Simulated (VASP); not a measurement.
# Ir (Pm-3m) in VASP: notebook

Ir is run at these levels: LDA; tasks: single point.

Everything below comes from runs of VASP 6.6.1. Logs are shortened: lines on timing, memory, paths and dates and some standing lists are left out, and cuts for length are marked.

## Step 1: The cell of the first run

The structure is cubic, space group Pm-3m (No. 221). Conventional cell: a = 2.528 Å, b = 2.528 Å, c = 2.528 Å, α = 90.00°, β = 90.00°, γ = 90.00°. Within 3.3 Å of Ir (site symmetry m-3m) lie 6 Ir at 2.53 Å.

This isn't the form of Ir at room conditions, which is fcc.

## Step 2: Single point, LDA

INCAR

```
  PREC = Accurate
  ENCUT = 520
  EDIFF = 1E-7
  ISMEAR = -1
  SIGMA = 0.1
  LREAL = F
  LASPH = T
  NELM = 60
  ALGO = Normal
  ISIF = 2
  LWAVE = F
  LCHARG = F
  GGA = CA
  NBANDS = 10
```

KPOINTS

```
Automatic mesh
0
Gamma
  13 13 13
```

POSCAR

```
Ir
1.0
    2.5280435852      0.0000000000      0.0000000000
    0.0000000000      2.5280435852      0.0000000000
    0.0000000000      0.0000000000      2.5280435852
Ir
1
Direct
    0.0000000000      0.0000000000      0.0000000000
```

Potentials or basis: VASP PAW LDA potentials, release 64 (Ir).

The run is started by

```
cat potpaw_LDA.64/Ir/POTCAR > POTCAR
mpirun -np 1 vasp_std > vasp.out
```

OUTCAR:

```text
PREC = Accurate
   ENCUT = 520
   EDIFF = 1E-7
   ISMEAR = -1
   LREAL = F
   LASPH = T
   NELM = 60
   ISIF = 2
   GGA = CA

 ion  position               nearest neighbor table
   1  0.000  0.000  0.000-

  LATTYP: Found a simple cubic cell.
 ALAT       =     2.5280435852

  Lattice vectors:

 A1 = (   2.5280435852,   0.0000000000,   0.0000000000)
 A2 = (   0.0000000000,   2.5280435852,   0.0000000000)
 A3 = (   0.0000000000,   0.0000000000,   2.5280435852)

Analysis of symmetry for initial positions (statically):
=====================================================================
 Subroutine PRICEL returns:
 Original cell was already a primitive cell.

 Routine SETGRP: Setting up the symmetry group for a
 simple cubic supercell.

 Subroutine GETGRP returns: Found 48 space group operations
 (whereof 48 operations were pure point group operations)
 out of a pool of 48 trial point group operations.

The static configuration has the point symmetry O_h .

Analysis of symmetry for dynamics (positions and initial velocities):
=====================================================================
 Subroutine PRICEL returns:
 Original cell was already a primitive cell.

 Routine SETGRP: Setting up the symmetry group for a
 simple cubic supercell.

 Subroutine GETGRP returns: Found 48 space group operations
 (whereof 48 operations were pure point group operations)
 out of a pool of 48 trial point group operations.

The dynamic configuration has the point symmetry O_h .

 Subroutine INISYM returns: Found 48 space group operations
 (whereof 48 operations are pure point group operations),
 and found     1 'primitive' translations

----------------------------------------------------------------------------------------

                                     Primitive cell

  volume of cell :      16.1567

  direct lattice vectors                    reciprocal lattice vectors
     2.528043585  0.000000000  0.000000000     0.395562800  0.000000000  0.000000000
     0.000000000  2.528043585  0.000000000     0.000000000  0.395562800  0.000000000
     0.000000000  0.000000000  2.528043585     0.000000000  0.000000000  0.395562800

  length of vectors
     2.528043585  2.528043585  2.528043585     0.395562800  0.395562800  0.395562800

  position of ions in fractional coordinates (direct lattice)
     0.000000000  0.000000000  0.000000000

  ion indices of the primitive-cell ions
   primitive index   ion index
                 1           1

[... 79 lines left out ...]
   POTIM  = 0.5000    time-step for ionic-motion
   TEBEG  =    0.0;   TEEND  =   0.0 temperature during run
   PSTRESS=    0.0 pullay stress
   NELECT =       9.0000    total number of electrons
   NUPDOWN=      -1.0000    fix difference up-down
   EMIN   =  10.00;   EMAX   =-10.00  energy-range for DOS
   EFERMI =   0.00;   METHOD = LEGACY
   ISMEAR =    -1;   SIGMA  =   0.10  broadening in eV -4-tet -1-fermi 0-gaus
   EFERMI_NEDOS =   21; number of points for ismear=-14 and -15
   IALGO  =     38    algorithm
   IMIX   =      4    mixing-type and parameters
     AMIX     =   0.40;   BMIX     =  1.00
     AMIX_MAG =   1.60;   BMIX_MAG =  1.00
  volume/ion in A,a.u.               =      16.16       109.03
  Fermi-wavevector in a.u.,A,eV,Ry     =   1.347011  2.545482 24.686933  1.814438
  Thomas-Fermi vector in A             =   2.474796
   LORBIT       =      0    0 simple, 1 ext, 2 COOP (PROOUT), +10 PAW based schemes
   GGA     = CA    functional components
   LHFCALC =     F    Hartree Fock is set to
   AEXX    =    0.0000 exact exchange contribution
   IVDW    =     0    specifies the selected vdW correction
   LEPSILON=     F    determine dielectric tensor
   LRPA    =     F    only Hartree local field effects (RPA)
 non-spin polarized calculation
  energy-cutoff  :      520.00
  volume of cell :       16.16
 maximum number of plane-waves:       461
 NGX is ok and might be reduce to    20
   NGX =  9   NGY =  9   NGZ =  9

 number of electron       9.0000001 magnetization

 Free energy of the ion-electron system (eV)
  ---------------------------------------------------
  ext. energy  EPLUGINS =         0.00000000
  ---------------------------------------------------
  free energy    TOTEN  =        -9.26422639 eV

  energy without entropy =       -9.21348603  energy(sigma->0) =       -9.23885621

 E-fermi :   7.9980     XC(G=0): -13.2234

 val. band max:        7.9678399482   @ k =   0.2308   0.0769   0.0000
 cond. band min:       8.0061225346   @ k =   0.2308   0.2308   0.0000
 fundamental gap:      0.0382825864
 Fermi energy:         7.9980408580

 k-point     1 :       0.0000    0.0000    0.0000
  band No.  band energies     occupation
      1      -1.5075      2.00000
      2       1.6466      2.00000
      3       1.6466      2.00000
      4       9.4479      0.00000
      5       9.4479      0.00000
      6       9.4479      0.00000
      7      23.9069      0.00000
      8      23.9069      0.00000
      9      23.9069      0.00000
     10      30.1720      0.00000
[... 287 lines left out ...]
 k-point    24 :       0.3846    0.3077    0.0000
  band No.  band energies     occupation
      1       2.1912      2.00000
      2       2.7037      2.00000
      3       6.6689      2.00000
      4       7.1203      1.99969
      5       7.7320      1.86933
      6       8.9570      0.00014
      7      16.3945      0.00000
      8      21.3968      0.00000
      9      25.8783      0.00000
     10      30.2190      0.00000

 [... further k-points ...]

------------------------ aborting loop because EDIFF is reached ----------------------------------------

  FORCE on cell =-STRESS in cart. coord.  units (eV):
  Direction    XX          YY          ZZ          XY          YZ          ZX
  --------------------------------------------------------------------------------------
  -------------------------------------------------------------------------------------
  Total        0.1453246      0.1453246      0.1453246     -0.0000000      0.0000000     -0.0000000
  in kB       14.4110605     14.4110605     14.4110605     -0.0000000      0.0000000     -0.0000000
  external PRESSURE =      14.4110605 kB  Pullay stress =       0.0000000 kB

 VOLUME and BASIS-vectors are now :
 -----------------------------------------------------------------------------
  energy-cutoff  :      520.00
  volume of cell :       16.16
      direct lattice vectors                 reciprocal lattice vectors
     2.528043585  0.000000000  0.000000000     0.395562800  0.000000000  0.000000000
     0.000000000  2.528043585  0.000000000     0.000000000  0.395562800  0.000000000
     0.000000000  0.000000000  2.528043585     0.000000000  0.000000000  0.395562800

 POSITION                                       TOTAL-FORCE (eV/Angst)
 -----------------------------------------------------------------------------------
      0.00000      0.00000      0.00000         0.000000      0.000000      0.000000
 -----------------------------------------------------------------------------------
    total drift:                                0.000000      0.000000      0.000000

  FREE ENERGIE OF THE ION-ELECTRON SYSTEM (eV)
  ---------------------------------------------------
  free  energy   TOTEN  =        -9.2642263892 eV

  energy  without entropy=       -9.2134860276  energy(sigma->0) =       -9.23885621
```

OSZICAR:

```text
N       E                     dE             d eps       ncg     rms          rms(c)
DAV:   1     0.469629424027E+02    0.46963E+02   -0.41876E+03  1696   0.794E+02
DAV:   2    -0.867649227594E+01   -0.55639E+02   -0.53123E+02  1702   0.192E+02
DAV:   3    -0.968872686383E+01   -0.10122E+01   -0.10066E+01  1996   0.317E+01
DAV:   4    -0.969963690878E+01   -0.10910E-01   -0.10907E-01  1924   0.303E+00
DAV:   5    -0.969990856129E+01   -0.27165E-03   -0.27165E-03  1968   0.467E-01    0.130E+01
DAV:   6    -0.932631395200E+01    0.37359E+00   -0.76656E-01  1958   0.103E+01    0.544E+00
DAV:   7    -0.927020359873E+01    0.56110E-01   -0.15553E-01  2338   0.411E+00    0.157E+00
DAV:   8    -0.926659928815E+01    0.36043E-02   -0.93602E-03  1862   0.144E+00    0.104E+00
DAV:   9    -0.926422182119E+01    0.23775E-02   -0.10626E-03  1868   0.495E-01    0.241E-02
DAV:  10    -0.926422612410E+01   -0.43029E-05   -0.58235E-06  1926   0.193E-02    0.673E-03
DAV:  11    -0.926422639197E+01   -0.26787E-06   -0.29478E-07  1922   0.413E-03    0.250E-03
DAV:  12    -0.926422638920E+01    0.27702E-08   -0.10996E-08  1044   0.144E-03
   1 F= -.92642264E+01 E0= -.92388562E+01  d E =-.507404E-01
```

It took 9.8 s on 1 thread of Intel Xeon 8259CL, shared host; peak memory 0.13 GiB.

Results:

```
Free energy            : -9.2642 eV
Pressure               : 1.4 GPa
Band gap on the k mesh : zero (an odd number of electrons rules out a gap without spin polarisation)
```

Caveat: spin-orbit coupling is left out, which moves the levels of the heavy elements.

## Step 3: Single point, LDA (14.22 Å³/atom)

This run uses another cell than the first one, of 14.22 Å³/atom.

INCAR

```
  ALGO = Normal
  EDIFF = 1E-7
  ENCUT = 520
  ISIF = 2
  ISMEAR = -1
  LASPH = True
  LCHARG = False
  LREAL = False
  LWAVE = False
  NBANDS = 10
  NELM = 80
  PREC = Accurate
  SIGMA = 0.1
```

KPOINTS

```
k-points
0
Gamma
  14 14 14
```

POSCAR

```
Ir
1.0
    2.4225836467      0.0000000000      0.0000000000
    0.0000000000      2.4225836467      0.0000000000
    0.0000000000      0.0000000000      2.4225836467
Ir
1
Direct
    0.0000000000      0.0000000000      0.0000000000
```

Potentials or basis: VASP PAW LDA potentials, release 64 (Ir).

The run is started by

```
cat potpaw_LDA.64/Ir/POTCAR > POTCAR
mpirun -np 1 vasp_std > vasp.out
```

Run time: 10 s. Hardware: 1 thread of Intel Xeon 8259CL, shared host; peak memory 0.13 GiB.

It converged, with:

```
Free energy            : -8.9876 eV
Pressure               : 52.0 GPa
Band gap on the k mesh : zero (an odd number of electrons rules out a gap without spin polarisation)
```

Levels at points of the mesh, in eV from the Fermi level:
```csv
k point,band 1,band 2,band 3,band 4,band 5,band 6,band 7,band 8
"(0.00, 0.00, 0.00)",-10.77,-7.65,-7.65,1.77,1.77,1.77,16.73,16.73
"(0.50, 0.00, 0.00)",-7.45,-6.72,-1.95,-1.95,-1.53,2.16,7.54,16.37
"(0.50, 0.50, 0.00)",-8.37,-5.85,-1.24,-1.24,4.46,4.85,4.85,14.29
"(0.50, 0.50, 0.50)",-6.77,-6.77,-6.77,4.73,4.73,8.50,12.53,12.53
```

Caveat: the cell stands under pressure; spin-orbit coupling is left out, which moves the levels of the heavy elements.

(Continued in part 2 of 2.)
